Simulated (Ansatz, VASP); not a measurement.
# C: VASP beside Ansatz

```
C
1.0
    -1.18265    1.18265    2.05160
     1.18265   -1.18265    2.05160
     1.18265    1.18265   -2.05160
C
2
Direct
  0.18294 0.18294 0.00000
  0.81706 0.81706 0.00000
```

Alike in both runs: functional PBE; k mesh 32 × 32 × 32; occupations gaussian, width 0.1 eV; no spin polarisation.

Ansatz relaxed the structure, and its values are those at the end. VASP's run is a single point on that final structure, the one shown.

|  | VASP | Ansatz |
| --- | --- | --- |
| version | VASP 6.6.1 | Ansatz 0.2.0 |
| potentials or method | VASP PAW PBE potentials, release 64 (C), cutoff 520 eV | scalar-relativistic, plane waves, PAW |
| valence electrons in the cell | 8 | 8 |

Ansatz gave:

- gap on the k mesh at the Fermi level (eV): none
- pressure (GPa): 0.0
- rms of the force components (eV/Å): 0.000

Task: Which values does VASP return?

Result: gap on the k mesh at the Fermi level (eV): none; pressure (GPa): 0.4; rms of the force components (eV/Å): 0.021.

A gap of «none» marks a metal or a gap that the smearing closes.
